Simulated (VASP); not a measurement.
# Ag (Fm-3m) in VASP: a series of runs

Runs on Ag. Level: r2SCAN. Tasks: relaxation of cell and atoms.

All numbers are computed with VASP 6.6.1; they aren't measurements. Logs are shortened: lines on timing, memory, paths and dates and some standing lists are left out, and cuts for length are marked.

## Step 1: The cell of the first run

It takes space group Fm-3m (No. 225, cubic). Conventional cell: a = 4.044 Å, b = 4.044 Å, c = 4.044 Å, α = 90.00°, β = 90.00°, γ = 90.00°. Ag (site symmetry m-3m) has 12 Ag at 2.86 Å within 3.8 Å.

## Step 2: Relaxation of cell and atoms, r2SCAN, target pressure 5 GPa, at which the enthalpy is minimised

Contents of POSCAR:

```
Ag
1.0
    0.0000000000      2.0218531502      2.0218531502
    2.0218531502      0.0000000000      2.0218531502
    2.0218531502      2.0218531502      0.0000000000
Ag
1
Direct
    0.0000000000      0.0000000000      0.0000000000
```

Contents of INCAR.step1:

```
SYSTEM = Ag
PREC     = Accurate       ! precision mode
ENCUT    = 600            ! plane-wave cutoff, eV
ISMEAR   = 0              ! smearing method
SIGMA    = 0.1            ! smearing width, eV
LREAL    = .False.        ! projectors in reciprocal space
LASPH    = .True.         ! aspherical terms in the spheres
NELM     = 100            ! most SCF steps
GGA      = PE             ! functional
ALGO     = Normal         ! electronic algorithm
EDIFF    = 1E-4           ! SCF threshold, eV
LWAVE    = .True.         ! write WAVECAR
LCHARG   = .False.        ! write CHGCAR
```

Contents of INCAR.step2:

```
SYSTEM = Ag
PREC     = Accurate       ! precision mode
ENCUT    = 600            ! plane-wave cutoff, eV
EDIFF    = 1E-6           ! SCF threshold, eV
ISMEAR   = 0              ! smearing method
SIGMA    = 0.1            ! smearing width, eV
LREAL    = .False.        ! projectors in reciprocal space
LASPH    = .True.         ! aspherical terms in the spheres
NELM     = 100            ! most SCF steps
ALGO     = Normal         ! electronic algorithm
ISIF     = 3              ! what is computed and relaxed
LWAVE    = .False.        ! write WAVECAR
LCHARG   = .False.        ! write CHGCAR
METAGGA  = R2SCAN         ! meta-GGA
LMIXTAU  = .True.       
IBRION   = 2              ! ionic algorithm
NSW      = 70             ! ionic steps
EDIFFG   = -0.008         ! ionic threshold
PSTRESS  = 50.0         
ISTART   = 1
```

Contents of KPOINTS:

```
regular mesh
0
Gamma
  18 18 18
  0 0 0
```

Potentials or basis: VASP PAW PBE potentials, release 64 (Ag).

Command:

```
$ cat potpaw_PBE.64/Ag/POTCAR > POTCAR
$ cp INCAR.step1 INCAR
$ mpirun -np 1 vasp_std > vasp.out
$ cp INCAR.step2 INCAR
$ mpirun -np 1 vasp_std > vasp.out
```

OUTCAR:

```text
SYSTEM = Ag
   PREC = Accurate
   ENCUT = 600
   EDIFF = 1E-6
   ISMEAR = 0
   LREAL = .False.
   LASPH = .True.
   NELM = 100
   ISIF = 3
   METAGGA = R2SCAN
   IBRION = 2
   NSW = 70
   EDIFFG = -0.008
   PSTRESS = 50.0
   ISTART = 1

 ion  position               nearest neighbor table
   1  0.000  0.000  0.000-

  LATTYP: Found a face centered cubic cell.
 ALAT       =     4.0437063004

  Lattice vectors:

 A1 = (   0.0000000000,   2.0218531502,   2.0218531502)
 A2 = (   2.0218531502,   0.0000000000,   2.0218531502)
 A3 = (   2.0218531502,   2.0218531502,   0.0000000000)

Analysis of symmetry for initial positions (statically):
=====================================================================
 Subroutine PRICEL returns:
 Original cell was already a primitive cell.

 Routine SETGRP: Setting up the symmetry group for a
 face centered cubic supercell.

 Subroutine GETGRP returns: Found 48 space group operations
 (whereof 48 operations were pure point group operations)
 out of a pool of 48 trial point group operations.

The static configuration has the point symmetry O_h .

Analysis of symmetry for dynamics (positions and initial velocities):
=====================================================================
 Subroutine PRICEL returns:
 Original cell was already a primitive cell.

 Routine SETGRP: Setting up the symmetry group for a
 face centered cubic supercell.

 Subroutine GETGRP returns: Found 48 space group operations
 (whereof 48 operations were pure point group operations)
 out of a pool of 48 trial point group operations.

The dynamic configuration has the point symmetry O_h .

 Subroutine INISYM returns: Found 48 space group operations
 (whereof 48 operations are pure point group operations),
 and found     1 'primitive' translations

----------------------------------------------------------------------------------------

                                     Primitive cell

  volume of cell :      16.5302

  direct lattice vectors                    reciprocal lattice vectors
     0.000000000  2.021853150  2.021853150    -0.247297881  0.247297881  0.247297881
     2.021853150  0.000000000  2.021853150     0.247297881 -0.247297881  0.247297881
     2.021853150  2.021853150  0.000000000     0.247297881  0.247297881 -0.247297881

  length of vectors
     2.859332146  2.859332146  2.859332146     0.428332495  0.428332495  0.428332495

  position of ions in fractional coordinates (direct lattice)
     0.000000000  0.000000000  0.000000000

  ion indices of the primitive-cell ions
   primitive index   ion index
                 1           1

----------------------------------------------------------------------------------------

 KPOINTS: regular mesh

Automatic generation of k-mesh.
 Grid dimensions read from file:
 generate k-points for:   18   18   18

 Generating k-lattice:

  Cartesian coordinates                     Fractional coordinates (reciprocal lattice)
    -0.013738771  0.013738771  0.013738771     0.055555556  0.000000000  0.000000000
     0.013738771 -0.013738771  0.013738771     0.000000000  0.055555556  0.000000000
     0.013738771  0.013738771 -0.013738771     0.000000000  0.000000000  0.055555556

  Length of vectors
     0.023796250  0.023796250  0.023796250

  Shift w.r.t. Gamma in fractional coordinates (k-lattice)
     0.000000000  0.000000000  0.000000000

 Subroutine IBZKPT returns following result:
 ===========================================

 Found    195 irreducible k-points:

 Following reciprocal coordinates:
            Coordinates               Weight
  0.000000  0.000000  0.000000      1.000000
  0.055556  0.000000  0.000000      8.000000
  0.111111  0.000000  0.000000      8.000000
  0.166667  0.000000  0.000000      8.000000
  0.222222  0.000000  0.000000      8.000000
  0.277778  0.000000  0.000000      8.000000
[... 16 lines left out ...]
 -0.277778  0.055556  0.000000     24.000000
 -0.222222  0.055556  0.000000     24.000000
 [... further k-points ...]
   k-points           NKPTS =    195   k-points in BZ     NKDIM =    195   number of bands    NBANDS=      9
   number of dos      NEDOS =    301   number of ions     NIONS =      1
   total plane-waves  NPLWV =  13824
   dimension x,y,z NGX =    24 NGY =   24 NGZ =   24
   dimension x,y,z NGXF=    48 NGYF=   48 NGZF=   48
   ions per type =               1
   NGX,Y,Z   is equivalent  to a cutoff of  13.95, 13.95, 13.95 a.u.
   NGXF,Y,Z  is equivalent  to a cutoff of  27.91, 27.91, 27.91 a.u.
 SYSTEM =  Ag
   PREC   = accura    normal or accurate (medium, high low for compatibility)
   ISTART =      1    job   : 0-new  1-cont  2-samecut
   ICHARG =      0    charge: 1-file 2-atom 10-const
   ISPIN  =      1    spin polarized calculation?
   LNONCOLLINEAR =      F non collinear calculations
   LSORBIT =      F    spin-orbit coupling
   LASPH  =      T    aspherical Exc in radial PAW
   ENCUT  =  600.0 eV  44.10 Ry    6.64 a.u.   5.71  5.71  5.71*2*pi/ulx,y,z
   NELM   =    100;   NELMIN=  2; NELMDL=  0     # of ELM steps
   EDIFF  = 0.1E-05   stopping-criterion for ELM
   LREAL  =      F    real-space projection
   EDIFFG = -.8E-02   stopping-criterion for IOM
   NSW    =     70    number of steps for IOM
   IBRION =      2    ionic relax: 0-MD 1-quasi-New 2-CG
   NFREE  =      1    steps in history (QN), initial steepest desc. (CG)
   ISIF   =      3    stress and relaxation
   ISYM   =      2    0-nonsym 1-usesym 2-fastsym
   POTIM  = 0.5000    time-step for ionic-motion
   TEBEG  =    0.0;   TEEND  =   0.0 temperature during run
   PSTRESS=   50.0 pullay stress
   NELECT =      11.0000    total number of electrons
   NUPDOWN=      -1.0000    fix difference up-down
   EMIN   =  10.00;   EMAX   =-10.00  energy-range for DOS
   EFERMI =   0.00;   METHOD = LEGACY
   ISMEAR =     0;   SIGMA  =   0.10  broadening in eV -4-tet -1-fermi 0-gaus
   EFERMI_NEDOS =   21; number of points for ismear=-14 and -15
   IALGO  =     38    algorithm
   IMIX   =      4    mixing-type and parameters
     AMIX     =   0.40;   BMIX     =  1.00
     AMIX_MAG =   1.60;   BMIX_MAG =  1.00
  volume/ion in A,a.u.               =      16.53       111.55
  Fermi-wavevector in a.u.,A,eV,Ry     =   1.429265  2.700919 27.793963  2.042799
  Thomas-Fermi vector in A             =   2.549237
   LORBIT       =      0    0 simple, 1 ext, 2 COOP (PROOUT), +10 PAW based schemes
   METAGGA = R2SCAN    functional components
   LHFCALC =     F    Hartree Fock is set to
   AEXX    =    0.0000 exact exchange contribution
   IVDW    =     0    specifies the selected vdW correction
   LEPSILON=     F    determine dielectric tensor
   LRPA    =     F    only Hartree local field effects (RPA)
 conjugate gradient relaxation of ions
 non-spin polarized calculation
 Gauss-broadening in eV      SIGMA  =   0.10
  energy-cutoff  :      600.00
  volume of cell :       16.53
 maximum number of plane-waves:       568
   NGX = 11   NGY = 11   NGZ = 11

--------------------------------------- Ionic step        1  -------------------------------------------

 number of electron      11.0000001 magnetization

 Free energy of the ion-electron system (eV)
  ---------------------------------------------------
  ext. energy  EPLUGINS =         0.00000000
  ---------------------------------------------------
  free energy    TOTEN  =       -21.34745278 eV

  energy without entropy =      -21.34651636  energy(sigma->0) =      -21.34698457

------------------------ aborting loop because EDIFF is reached ----------------------------------------

  FORCE on cell =-STRESS in cart. coord.  units (eV):
  Direction    XX          YY          ZZ          XY          YZ          ZX
  --------------------------------------------------------------------------------------
  -------------------------------------------------------------------------------------
  Total        0.5635402      0.5635402      0.5635402      0.0000000      0.0000000     -0.0000000
  in kB       54.6206216     54.6206216     54.6206216      0.0000000      0.0000000     -0.0000000
  external PRESSURE =       4.6206216 kB  Pullay stress =      50.0000000 kB

 VOLUME and BASIS-vectors are now :
 -----------------------------------------------------------------------------
  energy-cutoff  :      600.00
  volume of cell :       16.53
      direct lattice vectors                 reciprocal lattice vectors
     0.000000000  2.021853150  2.021853150    -0.247297881  0.247297881  0.247297881
     2.021853150  0.000000000  2.021853150     0.247297881 -0.247297881  0.247297881
     2.021853150  2.021853150  0.000000000     0.247297881  0.247297881 -0.247297881
[... 44 lines left out ...]
  FREE ENERGIE OF THE ION-ELECTRON SYSTEM (eV)
  ---------------------------------------------------
  free  energy   TOTEN  =       -21.3510064232 eV

  energy  without entropy=      -21.3500666312  energy(sigma->0) =      -21.35053653

  enthalpy is  TOTEN    =       -20.8315713831 eV   P V=        0.5194350402

--------------------------------------- Ionic step        3  -------------------------------------------

 number of electron      11.0000001 magnetization

 Free energy of the ion-electron system (eV)
  ---------------------------------------------------
  ext. energy  EPLUGINS =         0.00000000
  ---------------------------------------------------
  free energy    TOTEN  =       -21.34922346 eV

  energy without entropy =      -21.34828568  energy(sigma->0) =      -21.34875457

 E-fermi :   8.7888     XC(G=0): -13.1628

 val. band max:        8.7508384640   @ k =   0.5000   0.1667   0.0556
 cond. band min:       8.9366029903   @ k =   0.5000   0.3333   0.1111
 fundamental gap:      0.1857645263
 Fermi energy:         8.7888040431

 k-point     1 :       0.0000    0.0000    0.0000
  band No.  band energies     occupation
      1       0.6459      2.00000
      2       3.5762      2.00000
      3       3.5762      2.00000
      4       3.5762      2.00000
      5       4.6748      2.00000
      6       4.6748      2.00000
      7      25.5425      0.00000
      8      29.4476      0.00000
      9      29.4476      0.00000

 k-point     2 :       0.0556    0.0000    0.0000
  band No.  band energies     occupation
      1       0.7483      2.00000
      2       3.5521      2.00000
      3       3.6052      2.00000
      4       3.6052      2.00000
      5       4.6635      2.00000
      6       4.6635      2.00000
      7      25.5697      0.00000
      8      28.5670      0.00000
      9      29.4943      0.00000
[... 253 lines left out ...]
 k-point    24 :      -0.2222    0.0556    0.0000
  band No.  band energies     occupation
      1       2.0671      2.00000
      2       3.6231      2.00000
      3       3.8351      2.00000
      4       3.8773      2.00000
      5       4.6262      2.00000
      6       5.0298      2.00000
      7      21.0420      0.00000
      8      25.8486      0.00000
      9      28.4855      0.00000

 [... further k-points ...]
[... 5 lines left out ...]
  --------------------------------------------------------------------------------------
  -------------------------------------------------------------------------------------
  Total        0.5205596      0.5205596      0.5205596     -0.0000000     -0.0000000     -0.0000000
  in kB       50.2895204     50.2895204     50.2895204     -0.0000000     -0.0000000     -0.0000000
  external PRESSURE =       0.2895204 kB  Pullay stress =      50.0000000 kB

 VOLUME and BASIS-vectors are now :
 -----------------------------------------------------------------------------
  energy-cutoff  :      600.00
  volume of cell :       16.58
      direct lattice vectors                 reciprocal lattice vectors
     0.000000000  2.024065350  2.024065350    -0.247027597  0.247027597  0.247027597
     2.024065350  0.000000000  2.024065350     0.247027597 -0.247027597  0.247027597
     2.024065350  2.024065350  0.000000000     0.247027597  0.247027597 -0.247027597

 POSITION                                       TOTAL-FORCE (eV/Angst)
 -----------------------------------------------------------------------------------
      0.00000      0.00000      0.00000        -0.000000      0.000000      0.000000
 -----------------------------------------------------------------------------------
    total drift:                               -0.000000     -0.000000     -0.000000

  FREE ENERGIE OF THE ION-ELECTRON SYSTEM (eV)
  ---------------------------------------------------
  free  energy   TOTEN  =       -21.3492234645 eV

  energy  without entropy=      -21.3482856830  energy(sigma->0) =      -21.34875457

  enthalpy is  TOTEN    =       -20.8316607189 eV   P V=        0.5175627457

 reached required accuracy - stopping structural energy minimisation
```

Run time: 76 s. Hardware: 1 thread of Intel Xeon 6975P-C (Granite Rapids), shared host; peak memory 0.18 GiB.

What came out:

| Property | Result |
| --- | --- |
| Free energy | -21.3492 eV |
| Relaxed volume | 16.58 Å³/atom |
| Relaxed cell | a = 2.862 Å, b = 2.862 Å, c = 2.862 Å, α = 60.00°, β = 60.00°, γ = 60.00° |
| Space group after relaxing (to 0.1 Å) | Fm-3m (No. 225) |
| Energy change on relaxing (the run minimises the enthalpy) | -1.8 meV/atom |
| Ionic steps | 3 |
| Pressure after relaxing | 5.0 GPa |
| Band gap on the k mesh | zero (an odd number of electrons rules out a gap without spin polarisation) |

Step by step:
| step | energy change (eV) | largest force (eV/Å) | pressure (GPa) | volume (Å³) |
| --- | --- | --- | --- | --- |
| 1 | 0.0000 | 0.0000 | 5.46 | 16.53 |
| 2 | -0.0036 | 0.0000 | 4.52 | 16.64 |
| 3 | -0.0018 | 0.0000 | 5.03 | 16.58 |

Final structure:
```
Ag
1.0
     0.00000    2.02407    2.02407
     2.02407    0.00000    2.02407
     2.02407    2.02407    0.00000
Ag
1
Direct
  0.00000 0.00000 0.00000
```

Levels at points of the mesh, in eV from the Fermi level:
```csv
k point,band 2,band 3,band 4,band 5,band 6,band 7,band 8,band 9
"(0.00, 0.00, 0.00)",-5.21,-5.21,-5.21,-4.11,-4.11,16.75,20.66,20.66
"(0.50, 0.00, 0.00)",-5.24,-5.24,-3.26,-3.26,-0.38,3.91,15.99,18.96
"(0.50, 0.50, 0.00)",-6.82,-3.30,-3.03,-3.03,1.74,7.24,11.33,11.33
```

Caveat: the cell is relaxed towards a set pressure, so the run minimises the enthalpy, not the energy; the PAW data sets were made with another functional, which shifts forces and pressure a little.

(Part 1 of 2 ends here.)

The gap in the log of VASP goes by the Fermi energy; the results here count the filled bands.